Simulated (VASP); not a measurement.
A run of VASP 6.6.1:

The input INCAR:

```
SYSTEM = C
PREC = Accurate ; ENCUT = 600
EDIFF = 1E-7 ; ISMEAR = -1
SIGMA = 0.05 ; LREAL = .FALSE.
LASPH = .TRUE. ; NELM = 120
ALGO = Normal ; ISIF = 3
LWAVE = .FALSE. ; LCHARG = .FALSE.
GGA = PE ; IBRION = 2
NSW = 80 ; EDIFFG = -0.03
PSTRESS = 200.0 ; GGA_COMPAT = .FALSE.
NELMIN = 4
```

File KPOINTS:

```
Automatic mesh
0
G
  10 10 10
  0 0 0
```

The input POSCAR:

```
C
1.0
    0.0000000000      2.0600000000      2.0600000000
    2.0600000000      0.0000000000      2.0600000000
    2.0600000000      2.0600000000      0.0000000000
C
2
Direct
    0.0000000000      0.0000000000      0.0000000000
    0.2500000000      0.2500000000      0.2500000000
```

Potentials or basis: VASP PAW PBE potentials, release 64 (C).

Launch:

```console
$ cat potpaw_PBE.64/C/POTCAR > POTCAR
$ mpirun -np 1 vasp_std > vasp.out
```

Hardware: 1 thread of AMD EPYC 9R45 (Zen 5) (shared host).

Task: Estimate the wall time of this run.

Result: Wall time 28 s on 1 thread of AMD EPYC 9R45 (Zen 5), on a shared host, peak memory 0.1 GiB. Counts: scf iterations 38, k points 47, ion steps 5.
